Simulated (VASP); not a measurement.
# CsH (Fm-3m) in VASP: further runs

The runs below take CsH through single point, with r2SCAN.

Everything below comes from runs of VASP 6.6.1. Logs are shortened: lines on timing, memory, paths and dates and some standing lists are left out, and cuts for length are marked.

## 1. The cell of the first run

It takes space group Fm-3m (No. 225, cubic). Conventional cell: a = 5.859 Å, b = 5.859 Å, c = 5.859 Å, α = 90.00°, β = 90.00°, γ = 90.00°. Cs (site symmetry m-3m) has 6 H at 2.93 Å within 3.9 Å. H (site symmetry m-3m) has 6 Cs at 2.93 Å within 3.9 Å.

## 2. Single point, r2SCAN

The input, POSCAR:

```
CsH
1.0
    2.9294055578      2.9294055578      0.0000000000
   -2.9294055578      2.9294055578      0.0000000000
    0.0000000000      2.9294055578      2.9294055578
Cs H
1 1
Direct
    0.0000000000      0.0000000000      0.0000000000
    0.5000000000      0.5000000000      0.0000000000
```

The input, INCAR.step1:

```
SYSTEM = CsH
PREC     = Accurate       ! precision mode
ENCUT    = 520            ! plane-wave cutoff, eV
ISMEAR   = 0              ! smearing method
SIGMA    = 0.01           ! smearing width, eV
LREAL    = .False.        ! projectors in reciprocal space
LASPH    = .True.         ! aspherical terms in the spheres
NELM     = 100            ! most SCF steps
NBANDS   = 12             ! bands
GGA      = PE             ! functional
ALGO     = Normal         ! electronic algorithm
EDIFF    = 1E-4           ! SCF threshold, eV
LWAVE    = .True.         ! write WAVECAR
LCHARG   = .False.        ! write CHGCAR
```

The input, INCAR.step2:

```
SYSTEM = CsH
PREC     = Accurate       ! precision mode
ENCUT    = 520            ! plane-wave cutoff, eV
EDIFF    = 1E-6           ! SCF threshold, eV
ISMEAR   = 0              ! smearing method
SIGMA    = 0.01           ! smearing width, eV
LREAL    = .False.        ! projectors in reciprocal space
LASPH    = .True.         ! aspherical terms in the spheres
NELM     = 100            ! most SCF steps
ALGO     = Normal         ! electronic algorithm
ISIF     = 2              ! what is computed and relaxed
LWAVE    = .False.        ! write WAVECAR
LCHARG   = .False.        ! write CHGCAR
METAGGA  = R2SCAN         ! meta-GGA
LMIXTAU  = .True.       
NBANDS   = 12             ! bands
ISTART   = 1
```

The input, KPOINTS:

```
Automatic mesh
0
Gamma
  6 6 6
  0 0 0
```

Potentials or basis: VASP PAW PBE potentials, release 64 (Cs_sv, H).

On the command line:

```
cat potpaw_PBE.64/Cs_sv/POTCAR potpaw_PBE.64/H/POTCAR > POTCAR
cp INCAR.step1 INCAR
mpirun -np 1 vasp_std > vasp.out
cp INCAR.step2 INCAR
mpirun -np 1 vasp_std > vasp.out
```

OUTCAR:

```text
SYSTEM = CsH
   PREC = Accurate
   ENCUT = 520
   EDIFF = 1E-6
   ISMEAR = 0
   LREAL = .False.
   LASPH = .True.
   NELM = 100
   ISIF = 2
   METAGGA = R2SCAN
   ISTART = 1

 ion  position               nearest neighbor table
   1  0.000  0.000  0.000-
   2  0.500  0.500  0.000-

  LATTYP: Found a face centered cubic cell.
 ALAT       =     5.8588111156

  Lattice vectors:

 A1 = (   0.0000000000,   2.9294055578,   2.9294055578)
 A2 = (   2.9294055578,   0.0000000000,   2.9294055578)
 A3 = (   2.9294055578,   2.9294055578,   0.0000000000)

Analysis of symmetry for initial positions (statically):
=====================================================================
 Subroutine PRICEL returns:
 Original cell was already a primitive cell.

 Routine SETGRP: Setting up the symmetry group for a
 face centered cubic supercell.

 Subroutine GETGRP returns: Found 48 space group operations
 (whereof 48 operations were pure point group operations)
 out of a pool of 48 trial point group operations.

The static configuration has the point symmetry O_h .

Analysis of symmetry for dynamics (positions and initial velocities):
=====================================================================
 Subroutine PRICEL returns:
 Original cell was already a primitive cell.

 Routine SETGRP: Setting up the symmetry group for a
 face centered cubic supercell.

 Subroutine GETGRP returns: Found 48 space group operations
 (whereof 48 operations were pure point group operations)
 out of a pool of 48 trial point group operations.

The dynamic configuration has the point symmetry O_h .

 Subroutine INISYM returns: Found 48 space group operations
 (whereof 48 operations are pure point group operations),
 and found     1 'primitive' translations

----------------------------------------------------------------------------------------

                                     Primitive cell

  volume of cell :      50.2769

  direct lattice vectors                    reciprocal lattice vectors
     2.929405558  2.929405558  0.000000000     0.170683093  0.170683093 -0.170683093
    -2.929405558  2.929405558  0.000000000    -0.170683093  0.170683093 -0.170683093
     0.000000000  2.929405558  2.929405558     0.000000000  0.000000000  0.341366185

  length of vectors
     4.142805070  4.142805070  4.142805070     0.295631788  0.295631788  0.341366185

  position of ions in fractional coordinates (direct lattice)
     0.000000000  0.000000000  0.000000000
     0.500000000  0.500000000  0.000000000

  ion indices of the primitive-cell ions
   primitive index   ion index
                 1           1
                 2           2

----------------------------------------------------------------------------------------

 KPOINTS: Automatic mesh

Automatic generation of k-mesh.
 Grid dimensions read from file:
 generate k-points for:    6    6    6

 Generating k-lattice:

  Cartesian coordinates                     Fractional coordinates (reciprocal lattice)
     0.028447182  0.028447182 -0.028447182     0.166666667  0.000000000  0.000000000
    -0.028447182  0.028447182 -0.028447182     0.000000000  0.166666667  0.000000000
     0.000000000  0.000000000  0.056894364     0.000000000  0.000000000  0.166666667

  Length of vectors
     0.049271965  0.049271965  0.056894364

  Shift w.r.t. Gamma in fractional coordinates (k-lattice)
     0.000000000  0.000000000  0.000000000

 Subroutine IBZKPT returns following result:
 ===========================================

 Found     16 irreducible k-points:

 Following reciprocal coordinates:
            Coordinates               Weight
  0.000000  0.000000  0.000000      1.000000
  0.166667  0.000000  0.000000      8.000000
  0.333333  0.000000  0.000000      8.000000
  0.500000  0.000000  0.000000      4.000000
  0.166667  0.166667  0.000000     12.000000
  0.333333  0.166667  0.000000     24.000000
[... 8 lines left out ...]
  0.500000  0.333333  0.166667     24.000000
  0.500000  0.500000  0.166667     12.000000
[... 41 lines left out ...]
  ext. energy  EPLUGINS =         0.00000000
  ---------------------------------------------------
  free energy    TOTEN  =       -28.82952230 eV

  energy without entropy =      -28.82952230  energy(sigma->0) =      -28.82952230

 E-fermi :   1.4015     XC(G=0):  -8.6298

 val. band max:        1.3429911903   @ k =   0.5000   0.0000   0.0000
 cond. band min:       3.5968016278   @ k =   0.5000   0.0000   0.0000
 fundamental gap:      2.2538104374
 Fermi energy:         1.4015390249

 k-point     1 :       0.0000    0.0000    0.0000
  band No.  band energies     occupation
      1     -21.0457      2.00000
      2      -6.7411      2.00000
      3      -6.7411      2.00000
      4      -6.7411      2.00000
      5      -0.8684      2.00000
      6       6.8860      0.00000
      7       6.8860      0.00000
      8       6.8860      0.00000
      9       8.6410      0.00000
     10       9.3169      0.00000
     11       9.3169      0.00000
     12      10.7896      0.00000

 k-point     2 :       0.1667    0.0000    0.0000
  band No.  band energies     occupation
      1     -20.9926      2.00000
      2      -7.2395      2.00000
      3      -6.7870      2.00000
      4      -6.7870      2.00000
      5      -0.2745      2.00000
      6       5.9488      0.00000
      7       7.0951      0.00000
      8       7.0952      0.00000
      9       8.1758      0.00000
     10       8.7160      0.00000
     11       8.7160      0.00000
     12      12.3051      0.00000

 k-point     3 :       0.3333    0.0000    0.0000
  band No.  band energies     occupation
      1     -20.8830      2.00000
      2      -8.0581      2.00000
      3      -6.8758      2.00000
      4      -6.8758      2.00000
      5       0.7755      2.00000
      6       4.3831      0.00000
      7       6.6665      0.00000
      8       6.6665      0.00000
      9       8.8288      0.00000
     10       9.6417      0.00000
     11       9.6417      0.00000
     12      15.2620      0.00000
[... 166 lines left out ...]
 k-point    15 :       0.5000    0.3333    0.1667
  band No.  band energies     occupation
      1     -20.7740      2.00000
      2      -8.0043      2.00000
      3      -7.5464      2.00000
      4      -7.1800      2.00000
      5       0.3038      2.00000
      6       5.1833      0.00000
      7       6.1650      0.00000
      8       7.6097      0.00000
      9      10.1214      0.00000
     10      10.4122      0.00000
     11      12.4148      0.00000
     12      12.8360      0.00000

 k-point    16 :       0.5000    0.5000    0.1667
  band No.  band energies     occupation
      1     -20.7567      2.00000
      2      -7.9386      2.00000
      3      -7.5122      2.00000
      4      -7.3719      2.00000
      5      -0.1707      2.00000
      6       5.0093      0.00000
      7       7.0579      0.00000
      8       7.8715      0.00000
      9      11.3401      0.00000
     10      11.7209      0.00000
     11      11.8647      0.00000
     12      12.3399      0.00000

------------------------ aborting loop because EDIFF is reached ----------------------------------------

  FORCE on cell =-STRESS in cart. coord.  units (eV):
  Direction    XX          YY          ZZ          XY          YZ          ZX
  --------------------------------------------------------------------------------------
  -------------------------------------------------------------------------------------
  Total        1.3019650      1.3019650      1.3019650     -0.0000000      0.0000000     -0.0000000
  in kB       41.4898048     41.4898048     41.4898048     -0.0000000      0.0000000     -0.0000000
  external PRESSURE =      41.4898048 kB  Pullay stress =       0.0000000 kB

 VOLUME and BASIS-vectors are now :
 -----------------------------------------------------------------------------
  energy-cutoff  :      520.00
  volume of cell :       50.28
      direct lattice vectors                 reciprocal lattice vectors
     2.929405558  2.929405558  0.000000000     0.170683093  0.170683093 -0.170683093
    -2.929405558  2.929405558  0.000000000    -0.170683093  0.170683093 -0.170683093
     0.000000000  2.929405558  2.929405558     0.000000000  0.000000000  0.341366185

 POSITION                                       TOTAL-FORCE (eV/Angst)
 -----------------------------------------------------------------------------------
      0.00000      0.00000      0.00000        -0.000000      0.000000      0.000000
      0.00000      2.92941      0.00000         0.000000     -0.000000      0.000000
 -----------------------------------------------------------------------------------
    total drift:                               -0.000000     -0.000000     -0.000000

  FREE ENERGIE OF THE ION-ELECTRON SYSTEM (eV)
  ---------------------------------------------------
  free  energy   TOTEN  =       -28.8295223016 eV

  energy  without entropy=      -28.8295223016  energy(sigma->0) =      -28.82952230
```

Wall time 26 s (1 thread of Intel Xeon Platinum 8488C (Sapphire Rapids), shared host); peak memory 0.18 GiB.

Results:

- Free energy: -28.8295 eV
- Pressure: 4.1 GPa
- Band gap on the k mesh: 2.25 eV, direct

Levels at points of the mesh, in eV from the valence-band top:
```
           k point  band 1  band 2  band 3  band 4  band 5  band 6  band 7  band 8  band 9  band 10
(0.00, 0.00, 0.00)  -22.39   -8.08   -8.08   -8.08   -2.21    5.54    5.54    5.54    7.30     7.97
(0.50, 0.00, 0.00)  -22.17   -9.76   -8.26   -8.26    0.00    2.25    5.00    5.00    8.70     9.68
(0.50, 0.50, 0.00)  -22.10   -9.47   -8.62   -8.62   -2.05    2.82    7.31    9.84    9.90    10.11
```

Caveat: the PAW data sets were made with another functional, which shifts forces and pressure a little; spin-orbit coupling is left out, which moves the levels of the heavy elements. r2SCAN opens gaps a little over a GGA but as a rule still falls short of measured ones.

## 3. Single point, r2SCAN

POSCAR is that of step 2.

The input, INCAR.step1:

```
  PREC = Accurate
  ENCUT = 520
  ISMEAR = 0
  SIGMA = 0.01
  LREAL = F
  LASPH = T
  NELM = 100
  NBANDS = 12
  GGA = PE
  ALGO = Normal
  EDIFF = 1E-4
  LWAVE = T
  LCHARG = F
```

The input, INCAR.step2:

```
  PREC = Accurate
  ENCUT = 520
  EDIFF = 1E-6
  ISMEAR = 0
  SIGMA = 0.01
  LREAL = F
  LASPH = T
  NELM = 100
  ALGO = Normal
  ISIF = 2
  LWAVE = F
  LCHARG = T
  METAGGA = R2SCAN
  LMIXTAU = T
  LELF = T
  LVHAR = T
  NBANDS = 12
  ISTART = 1
```

The input, KPOINTS:

```
regular mesh
0
Gamma
  6 6 6
```

Potentials or basis: VASP PAW PBE potentials, release 64 (Cs_sv, H).

On the command line:

```
cat potpaw_PBE.64/Cs_sv/POTCAR potpaw_PBE.64/H/POTCAR > POTCAR
cp INCAR.step1 INCAR
mpirun -np 1 vasp_std > vasp.out
cp INCAR.step2 INCAR
mpirun -np 1 vasp_std > vasp.out
```

It took 30 s on 1 thread of Intel Xeon Platinum 8488C (Sapphire Rapids), shared host; peak memory 0.18 GiB.

Results (log left out):

| Property | Result |
| --- | --- |
| Free energy | -28.8295 eV |
| Pressure | 4.1 GPa |
| Band gap on the k mesh | 2.25 eV, direct |

Levels at points of the mesh, in eV from the valence-band top:
```
           k point  band 1  band 2  band 3  band 4  band 5  band 6  band 7  band 8  band 9  band 10
(0.00, 0.00, 0.00)  -22.39   -8.08   -8.08   -8.08   -2.21    5.54    5.54    5.54    7.30     7.97
(0.50, 0.00, 0.00)  -22.17   -9.76   -8.26   -8.26    0.00    2.25    5.00    5.00    8.70     9.68
(0.50, 0.50, 0.00)  -22.10   -9.47   -8.62   -8.62   -2.05    2.82    7.31    9.84    9.90    10.11
```

Caveat: the PAW data sets were made with another functional, which shifts forces and pressure a little; spin-orbit coupling is left out, which moves the levels of the heavy elements.

## 4. Single point, r2SCAN

This run uses another cell than the first one, of 27.83 Å³/atom, 1.107 times its volume.

The input, POSCAR:

```
CsH
1.0
    3.0304150111      3.0304150111      0.0000000000
   -3.0304150111      3.0304150111      0.0000000000
    0.0000000000      3.0304150111      3.0304150111
Cs H
1 1
Direct
    0.0000000000      0.0000000000      0.0000000000
    0.5000000000      0.5000000000      0.0000000000
```

The input, INCAR.step1:

```
PREC = Accurate
ENCUT = 520
ISMEAR = 0
SIGMA = 0.01
LREAL = F
LASPH = T
NELM = 100
NBANDS = 12
GGA = PE
ALGO = Normal
EDIFF = 1E-4
LWAVE = T
LCHARG = F
```

The input, INCAR.step2:

```
PREC = Accurate
ENCUT = 520
EDIFF = 1E-7
ISMEAR = 0
SIGMA = 0.01
LREAL = F
LASPH = T
NELM = 100
ALGO = Normal
ISIF = 2
LWAVE = F
LCHARG = F
METAGGA = R2SCAN
LMIXTAU = T
NBANDS = 12
ISTART = 1
```

The input, KPOINTS:

```
Automatic mesh
0
Gamma
  6 6 6
```

On the command line:

```
cat potpaw_PBE.64/Cs_sv/POTCAR potpaw_PBE.64/H/POTCAR > POTCAR
cp INCAR.step1 INCAR
mpirun -np 1 vasp_std > vasp.out
cp INCAR.step2 INCAR
mpirun -np 1 vasp_std > vasp.out
```

Wall time 31 s (1 thread of Intel Xeon Platinum 8488C (Sapphire Rapids), shared host); peak memory 0.18 GiB.

It converged, with:

```
Free energy            : -28.9331 eV
Pressure               : 2.1 GPa
Band gap on the k mesh : 2.45 eV, direct
```

Levels at points of the mesh, in eV from the valence-band top:
| k point | band 2 | band 3 | band 4 | band 5 | band 6 | band 7 | band 8 | band 9 |
| --- | --- | --- | --- | --- | --- | --- | --- | --- |
| (0.00, 0.00, 0.00) | -8.09 | -8.09 | -8.09 | -1.98 | 5.63 | 5.63 | 5.63 | 6.91 |
| (0.50, 0.00, 0.00) | -9.37 | -8.23 | -8.23 | 0.00 | 2.45 | 5.14 | 5.14 | 8.33 |
| (0.50, 0.50, 0.00) | -9.16 | -8.50 | -8.50 | -1.64 | 3.14 | 6.77 | 9.35 | 9.56 |

Caveat: the PAW data sets were made with another functional, which shifts forces and pressure a little; spin-orbit coupling is left out, which moves the levels of the heavy elements. A k mesh can miss the band edges.

## 5. Single point, r2SCAN

This run uses another cell than the first one, of 27.83 Å³/atom, 1.107 times its volume.

The input, POSCAR:

```
CsH
1.0
    3.0304150112      3.0304150112      0.0000000000
   -3.0304150112      3.0304150112      0.0000000000
    0.0000000000      3.0304150112      3.0304150112
Cs H
1 1
Direct
    0.0000000000      0.0000000000      0.0000000000
    0.5000000000      0.5000000000      0.0000000000
```

Edit INCAR.step1 of step 4 so:

```diff
@@ -6,3 +6,3 @@
 LASPH = T
-NELM = 100
+NELM = 60
 NBANDS = 12
```

Edit INCAR.step2 of step 4 so:

```diff
@@ -2,3 +2,3 @@
 ENCUT = 520
-EDIFF = 1E-7
+EDIFF = 1E-6
 ISMEAR = 0
@@ -7,3 +7,3 @@
 LASPH = T
-NELM = 100
+NELM = 60
 ALGO = Normal
```

KPOINTS is that of step 4.

On the command line:

```
cat potpaw_PBE.64/Cs_sv/POTCAR potpaw_PBE.64/H/POTCAR > POTCAR
cp INCAR.step1 INCAR
mpirun -np 1 vasp_std > vasp.out
cp INCAR.step2 INCAR
mpirun -np 1 vasp_std > vasp.out
```

Run time: 27 s. Hardware: 1 thread of Intel Xeon Platinum 8488C (Sapphire Rapids), shared host; peak memory 0.18 GiB.

It converged, with:

```
Free energy            : -28.9331 eV
Pressure               : 2.1 GPa
Band gap on the k mesh : 2.45 eV, direct
```

Levels at points of the mesh, in eV from the valence-band top:
| k point | band 3 | band 4 | band 5 | band 6 | band 7 | band 8 |
| --- | --- | --- | --- | --- | --- | --- |
| (0.00, 0.00, 0.00) | -8.09 | -8.09 | -1.98 | 5.63 | 5.63 | 5.63 |
| (0.50, 0.00, 0.00) | -8.23 | -8.23 | 0.00 | 2.45 | 5.14 | 5.14 |
| (0.50, 0.50, 0.00) | -8.50 | -8.50 | -1.64 | 3.14 | 6.77 | 9.35 |

Caveat: the PAW data sets were made with another functional, which shifts forces and pressure a little; spin-orbit coupling is left out, which moves the levels of the heavy elements.

## 6. Single point, r2SCAN

This run uses another cell than the first one, of 32.40 Å³/atom, 1.289 times its volume.

The input, POSCAR:

```
CsH
1.0
    3.1880000000      3.1880000000      0.0000000000
   -3.1880000000      3.1880000000      0.0000000000
    0.0000000000      3.1880000000      3.1880000000
Cs H
1 1
Direct
    0.0000000000      0.0000000000      0.0000000000
    0.5000000000      0.5000000000      0.0000000000
```

The input, INCAR.step1:

```
PREC     = Accurate       # precision mode
ENCUT    = 520            # plane-wave cutoff, eV
ISMEAR   = 0              # smearing method
SIGMA    = 0.01           # smearing width, eV
LREAL    = False          # projectors in reciprocal space
LASPH    = True           # aspherical terms in the spheres
NELM     = 100            # most SCF steps
NBANDS   = 12             # bands
GGA      = PE             # functional
ALGO     = Normal         # electronic algorithm
EDIFF    = 1E-4           # SCF threshold, eV
LWAVE    = True           # write WAVECAR
LCHARG   = False          # write CHGCAR
```

The input, INCAR.step2:

```
PREC     = Accurate       # precision mode
ENCUT    = 520            # plane-wave cutoff, eV
EDIFF    = 1E-7           # SCF threshold, eV
ISMEAR   = 0              # smearing method
SIGMA    = 0.01           # smearing width, eV
LREAL    = False          # projectors in reciprocal space
LASPH    = True           # aspherical terms in the spheres
NELM     = 100            # most SCF steps
ALGO     = Normal         # electronic algorithm
ISIF     = 2              # what is computed and relaxed
LWAVE    = False          # write WAVECAR
LCHARG   = False          # write CHGCAR
METAGGA  = R2SCAN         # meta-GGA
LMIXTAU  = True         
NBANDS   = 12             # bands
ISTART   = 1
```

The input, KPOINTS:

```
regular mesh
0
Gamma
  6 6 6
```

Potentials or basis: VASP PAW PBE potentials, release 64 (Cs_sv, H).

On the command line:

```
cat potpaw_PBE.64/Cs_sv/POTCAR potpaw_PBE.64/H/POTCAR > POTCAR
cp INCAR.step1 INCAR
mpirun -np 1 vasp_std > vasp.out
cp INCAR.step2 INCAR
mpirun -np 1 vasp_std > vasp.out
```

It took 51 s on 1 thread of Intel Xeon Platinum 8488C (Sapphire Rapids), shared host; peak memory 0.21 GiB.

The run converged. Its results:

| Property | Result |
| --- | --- |
| Free energy | -28.9888 eV |
| Pressure | 0.0 GPa |
| Band gap on the k mesh | 2.66 eV, direct |

Levels at points of the mesh, in eV from the valence-band top:
```
           k point  band 3  band 4  band 5  band 6  band 7  band 8
(0.00, 0.00, 0.00)   -8.16   -8.16   -1.65    5.69    5.69    5.69
(0.50, 0.00, 0.00)   -8.25   -8.25    0.00    2.66    5.25    5.25
(0.50, 0.50, 0.00)   -8.43   -8.43   -1.15    3.50    6.08    8.64
```

Caveat: the PAW data sets were made with another functional, which shifts forces and pressure a little; spin-orbit coupling is left out, which moves the levels of the heavy elements. A k mesh can miss the band edges.

## 7. Overview

| cell | gap on the mesh (eV) | pressure (GPa) |
| --- | --- | --- |
| a = 4.143 Å, angles 60.0, 60.0, 90.0°, 2 atoms | 2.25 | 4.1 |
| a = 4.286 Å, angles 60.0, 60.0, 90.0°, 2 atoms | 2.45 | 2.1 |
| a = 4.509 Å, angles 60.0, 60.0, 90.0°, 2 atoms | 2.66 | 0.0 |

Alike in all rows: task single point; level r2SCAN; potentials or basis VASP PAW PBE potentials, release 64 (Cs_sv, H); no spin polarisation; k mesh 6 × 6 × 6; cutoff (eV) 520; smearing gaussian 0.01 eV.

Caveats: the PAW data sets were made with another functional, which shifts forces and pressure a little; spin-orbit coupling is left out, which moves the levels of the heavy elements.

Absolute energies hang on the potentials; compare differences alone.
